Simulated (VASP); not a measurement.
# Ca2F in VASP: further runs

Runs on Ca2F. Level: PBE. Tasks: single point.

Everything below comes from runs of VASP 6.6.1. Logs are shortened: lines on timing, memory, paths and dates and some standing lists are left out, and cuts for length are marked.

## Step 1: The cell of the first run

The cell holds a sheet with vacuum, 3 atoms: a = 3.392 Å, b = 3.392 Å, c = 17.000 Å, α = 90.00°, β = 90.00°, γ = 120.00°.

The cell was built from a structure type or drawn by symmetry, and may not be a known phase.

## Step 2: Single point, PBE

The input, INCAR:

```
PREC = Accurate
ENCUT = 520
EDIFF = 1E-6
ISMEAR = 0
SIGMA = 0.1
LREAL = F
LASPH = T
NELM = 100
ALGO = Normal
ISIF = 2
LWAVE = F
LCHARG = F
LDIPOL = T
IDIPOL = 3
DIPOL = 0.5 0.5 0.500
GGA = PE
NBANDS = 20
```

The input, KPOINTS:

```
regular mesh
0
Gamma
  6 6 1
```

The input, POSCAR:

```
Ca2F
1.0
    3.3916700000      0.0000000000      0.0000000000
   -1.6958350000      2.9372720000      0.0000000000
    0.0000000000      0.0000000000     17.0000000000
Ca F
2 1
Direct
    0.0000000000      0.0000000000      0.5880919700
    0.0000000000      0.0000000000      0.4119080300
    0.0000000000      0.0000000000      0.5000000000
```

Potentials or basis: VASP PAW PBE potentials, release 64 (Ca_sv, F).

The run is started by

```console
$ cat potpaw_PBE.64/Ca_sv/POTCAR potpaw_PBE.64/F/POTCAR > POTCAR
$ mpirun -np 1 vasp_std > vasp.out
```

OUTCAR:

```text
PREC = Accurate
   ENCUT = 520
   EDIFF = 1E-6
   ISMEAR = 0
   LREAL = F
   LASPH = T
   NELM = 100
   ISIF = 2
   GGA = PE

 ion  position               nearest neighbor table
   1  0.000  0.000  0.588-   3 1.50   2 3.00
   2  0.000  0.000  0.412-   3 1.50   1 3.00
   3  0.000  0.000  0.500-   1 1.50   2 1.50

  LATTYP: Found a hexagonal cell.
 ALAT       =     3.3916700000
 C/A-ratio  =     5.0122800862

  Lattice vectors:

 A1 = (   3.3916700000,   0.0000000000,   0.0000000000)
 A2 = (  -1.6958350000,   2.9372720000,   0.0000000000)
 A3 = (   0.0000000000,   0.0000000000,  17.0000000000)

Analysis of symmetry for initial positions (statically):
=====================================================================
 Subroutine PRICEL returns:
 Original cell was already a primitive cell.

 Routine SETGRP: Setting up the symmetry group for a
 hexagonal supercell.

 Subroutine GETGRP returns: Found 24 space group operations
 (whereof 24 operations were pure point group operations)
 out of a pool of 24 trial point group operations.

The static configuration has the point symmetry D_6h.

Analysis of symmetry for dynamics (positions and initial velocities):
=====================================================================
 Subroutine PRICEL returns:
 Original cell was already a primitive cell.

 Routine SETGRP: Setting up the symmetry group for a
 hexagonal supercell.

 Subroutine GETGRP returns: Found 24 space group operations
 (whereof 24 operations were pure point group operations)
 out of a pool of 24 trial point group operations.

The dynamic configuration has the point symmetry D_6h.

 Subroutine INISYM returns: Found 24 space group operations
 (whereof 24 operations are pure point group operations),
 and found     1 'primitive' translations

----------------------------------------------------------------------------------------

                                     Primitive cell

  volume of cell :     169.3584

  direct lattice vectors                    reciprocal lattice vectors
     3.391670000  0.000000000  0.000000000     0.294840005  0.170225978  0.000000000
    -1.695835000  2.937272000  0.000000000     0.000000000  0.340451957  0.000000000
     0.000000000  0.000000000 17.000000000     0.000000000  0.000000000  0.058823529

  length of vectors
     3.391670000  3.391669670 17.000000000     0.340451924  0.340451957  0.058823529

  position of ions in fractional coordinates (direct lattice)
     0.000000000  0.000000000  0.588091970
     0.000000000  0.000000000  0.411908030
     0.000000000  0.000000000  0.500000000

  ion indices of the primitive-cell ions
   primitive index   ion index
                 1           1
                 2           2
                 3           3

----------------------------------------------------------------------------------------

 KPOINTS: regular mesh

Automatic generation of k-mesh.
 Grid dimensions read from file:
 generate k-points for:    6    6    1

 Generating k-lattice:

  Cartesian coordinates                     Fractional coordinates (reciprocal lattice)
     0.049140001  0.028370996  0.000000000     0.166666667 -0.000000000  0.000000000
     0.000000000  0.056741993  0.000000000     0.000000000  0.166666667  0.000000000
     0.000000000  0.000000000  0.058823529     0.000000000  0.000000000  1.000000000

  Length of vectors
     0.056741987  0.056741993  0.058823529

  Shift w.r.t. Gamma in fractional coordinates (k-lattice)
     0.000000000  0.000000000  0.000000000

 Subroutine IBZKPT returns following result:
 ===========================================

 Found      7 irreducible k-points:

 Following reciprocal coordinates:
            Coordinates               Weight
  0.000000  0.000000  0.000000      1.000000
  0.166667  0.000000  0.000000      6.000000
  0.333333  0.000000  0.000000      6.000000
  0.500000  0.000000  0.000000      3.000000
  0.166667  0.166667  0.000000      6.000000
  0.333333  0.166667  0.000000     12.000000
  0.333333  0.333333  0.000000      2.000000
   k-points           NKPTS =      7   k-points in BZ     NKDIM =      7   number of bands    NBANDS=     20
   number of dos      NEDOS =    301   number of ions     NIONS =      3
   total plane-waves  NPLWV =  98784
   dimension x,y,z NGX =    28 NGY =   28 NGZ =  126
   dimension x,y,z NGXF=    56 NGYF=   56 NGZF=  252
   ions per type =               2   1
   NGX,Y,Z   is equivalent  to a cutoff of  13.72, 13.72, 12.32 a.u.
   NGXF,Y,Z  is equivalent  to a cutoff of  27.45, 27.45, 24.64 a.u.
 SYSTEM =  unknown system
   PREC   = accura    normal or accurate (medium, high low for compatibility)
   ISTART =      0    job   : 0-new  1-cont  2-samecut
   ICHARG =      2    charge: 1-file 2-atom 10-const
   ISPIN  =      1    spin polarized calculation?
   LNONCOLLINEAR =      F non collinear calculations
   LSORBIT =      F    spin-orbit coupling
   LASPH  =      T    aspherical Exc in radial PAW
   ENCUT  =  520.0 eV  38.22 Ry    6.18 a.u.   6.31  6.31 31.61*2*pi/ulx,y,z
   NELM   =    100;   NELMIN=  2; NELMDL= -5     # of ELM steps
   EDIFF  = 0.1E-05   stopping-criterion for ELM
   LREAL  =      F    real-space projection
   EDIFFG = 0.1E-04   stopping-criterion for IOM
   NSW    =      0    number of steps for IOM
   IBRION =     -1    ionic relax: 0-MD 1-quasi-New 2-CG
   NFREE  =      0    steps in history (QN), initial steepest desc. (CG)
   ISIF   =      2    stress and relaxation
   ISYM   =      2    0-nonsym 1-usesym 2-fastsym
   POTIM  = 0.5000    time-step for ionic-motion
   TEBEG  =    0.0;   TEEND  =   0.0 temperature during run
   PSTRESS=    0.0 pullay stress
   NELECT =      27.0000    total number of electrons
   NUPDOWN=      -1.0000    fix difference up-down
   EMIN   =  10.00;   EMAX   =-10.00  energy-range for DOS
   EFERMI =   0.00;   METHOD = LEGACY
   ISMEAR =     0;   SIGMA  =   0.10  broadening in eV -4-tet -1-fermi 0-gaus
   EFERMI_NEDOS =   21; number of points for ismear=-14 and -15
   IALGO  =     38    algorithm
   IMIX   =      4    mixing-type and parameters
     AMIX     =   0.40;   BMIX     =  1.00
     AMIX_MAG =   1.60;   BMIX_MAG =  1.00
  volume/ion in A,a.u.               =      56.45       380.96
  Fermi-wavevector in a.u.,A,eV,Ry     =   0.887688  1.677488 10.721263  0.787991
  Thomas-Fermi vector in A             =   2.009020
   LORBIT       =      0    0 simple, 1 ext, 2 COOP (PROOUT), +10 PAW based schemes
   GGA     = PE    functional components
   LHFCALC =     F    Hartree Fock is set to
   AEXX    =    0.0000 exact exchange contribution
   IVDW    =     0    specifies the selected vdW correction
   LEPSILON=     F    determine dielectric tensor
   LRPA    =     F    only Hartree local field effects (RPA)
 non-spin polarized calculation
 Gauss-broadening in eV      SIGMA  =   0.10
  energy-cutoff  :      520.00
  volume of cell :      169.36
 maximum number of plane-waves:      4575
 NGX is ok and might be reduce to    28
   NGX = 13   NGY = 13   NGZ = 63

 number of electron      26.9999993 magnetization

 dipolmoment           0.000000      0.000000     -0.000000 electrons x Angstroem

 Free energy of the ion-electron system (eV)
  ---------------------------------------------------
  ext. energy  EPLUGINS =         0.00000000
  ---------------------------------------------------
  free energy    TOTEN  =         1.31072626 eV

  energy without entropy =        1.31081131  energy(sigma->0) =        1.31076879

 E-fermi :  -0.1020     XC(G=0):  -4.3069

 val. band max:       -0.2941521980   @ k =   0.0000   0.0000   0.0000
 cond. band min:       0.1287326791   @ k =   0.1667   0.0000   0.0000
 fundamental gap:      0.4228848771
 Fermi energy:        -0.1020258000

 k-point     1 :       0.0000    0.0000    0.0000
  band No.  band energies     occupation
      1     -42.1849      2.00000
      2     -41.4085      2.00000
      3     -31.8903      2.00000
      4     -24.9664      2.00000
      5     -22.0173      2.00000
      6     -22.0173      2.00000
[... 12 lines left out ...]
     19       2.7695      0.00000
     20       3.3350      0.00000

 k-point     2 :       0.1667    0.0000    0.0000
  band No.  band energies     occupation
      1     -42.1705      2.00000
      2     -41.3946      2.00000
      3     -31.8775      2.00000
      4     -24.9545      2.00000
      5     -22.1475      2.00000
      6     -22.0458      2.00000
[... 12 lines left out ...]
     19       2.8214      0.00000
     20       3.3128      0.00000

 k-point     3 :       0.3333    0.0000    0.0000
  band No.  band energies     occupation
      1     -42.1415      2.00000
      2     -41.3666      2.00000
      3     -31.8518      2.00000
      4     -24.9302      2.00000
      5     -22.3983      2.00000
      6     -22.1023      2.00000
[... 12 lines left out ...]
     19       3.7777      0.00000
     20       4.0364      0.00000

 k-point     4 :       0.5000    0.0000    0.0000
  band No.  band energies     occupation
      1     -42.1269      2.00000
      2     -41.3525      2.00000
      3     -31.8390      2.00000
      4     -24.9179      2.00000
      5     -22.5192      2.00000
      6     -22.1483      2.00000
[... 12 lines left out ...]
     19       3.8464      0.00000
     20       4.2955      0.00000

 k-point     5 :       0.1667    0.1667    0.0000
  band No.  band energies     occupation
      1     -42.1487      2.00000
      2     -41.3736      2.00000
      3     -31.8583      2.00000
      4     -24.9364      2.00000
      5     -22.3124      2.00000
      6     -22.1137      2.00000
[... 12 lines left out ...]
     19       3.6880      0.00000
     20       3.7444      0.00000

 k-point     6 :       0.3333    0.1667    0.0000
  band No.  band energies     occupation
      1     -42.1269      2.00000
      2     -41.3525      2.00000
      3     -31.8390      2.00000
      4     -24.9180      2.00000
      5     -22.4554      2.00000
      6     -22.1984      2.00000
[... 12 lines left out ...]
     19       3.8100      0.00000
     20       4.2946      0.00000

 k-point     7 :       0.3333    0.3333    0.0000
  band No.  band energies     occupation
      1     -42.1196      2.00000
      2     -41.3455      2.00000
      3     -31.8325      2.00000
      4     -24.9119      2.00000
      5     -22.3661      2.00000
      6     -22.3661      2.00000
[... 12 lines left out ...]
     19       3.5423      0.00000
     20       3.5423      0.00000

------------------------ aborting loop because EDIFF is reached ----------------------------------------

 vacuum level on the upper side and lower side of the slab       (xc-potential included)        -0.367        -0.367

  FORCE on cell =-STRESS in cart. coord.  units (eV):
  Direction    XX          YY          ZZ          XY          YZ          ZX
  --------------------------------------------------------------------------------------
  -------------------------------------------------------------------------------------
  Total        5.8222937      5.8222922     83.5134491      0.0000000      0.0000000      0.0000000
  in kB       55.0805182     55.0805039    790.0604574      0.0000000      0.0000000      0.0000000
  external PRESSURE =     300.0738265 kB  Pullay stress =       0.0000000 kB

 VOLUME and BASIS-vectors are now :
 -----------------------------------------------------------------------------
  energy-cutoff  :      520.00
  volume of cell :      169.36
      direct lattice vectors                 reciprocal lattice vectors
     3.391670000  0.000000000  0.000000000     0.294840005  0.170225978  0.000000000
    -1.695835000  2.937272000  0.000000000     0.000000000  0.340451957  0.000000000
     0.000000000  0.000000000 17.000000000     0.000000000  0.000000000  0.058823529

 POSITION                                       TOTAL-FORCE (eV/Angst)
 -----------------------------------------------------------------------------------
      0.00000      0.00000      9.99756        -0.000000     -0.000000     27.916374
      0.00000      0.00000      7.00244         0.000000      0.000000    -27.916374
      0.00000      0.00000      8.50000         0.000000      0.000000      0.000000
 -----------------------------------------------------------------------------------
    total drift:                               -0.000000     -0.000000      0.000000

  FREE ENERGIE OF THE ION-ELECTRON SYSTEM (eV)
  ---------------------------------------------------
  free  energy   TOTEN  =         1.3107262615 eV

  energy  without entropy=        1.3108113124  energy(sigma->0) =        1.31076879

 vacuum level on the upper side and lower side of the slab         2.349         2.349
```

Run time: 61 s. Hardware: 1 thread of Intel Xeon 8259CL, shared host; peak memory 0.3 GiB.

What came out:

```
Free energy            : 1.3107 eV
Largest force          : 27.916 eV/Å
Band gap on the k mesh : zero (an odd number of electrons rules out a gap without spin polarisation)
```

Forces in eV/Å, atoms in the order of the input:
```
Ca    0.000   0.000  27.916
Ca    0.000   0.000 -27.916
F     0.000   0.000   0.000
```

Levels at points of the mesh, in eV from the Fermi level:
| k point | band 12 | band 13 | band 14 | band 15 | band 16 | band 17 |
| --- | --- | --- | --- | --- | --- | --- |
| (0.00, 0.00, 0.00) | -7.30 | -3.78 | -2.28 | -0.19 | 1.33 | 2.47 |
| (0.50, 0.00, 0.00) | -7.19 | -0.73 | 0.45 | 1.15 | 1.18 | 2.91 |

Caveat: an odd number of electrons without spin polarisation forces a metal; a magnetic or distorted state may lie lower.

(Continued in part 2 of 2.)
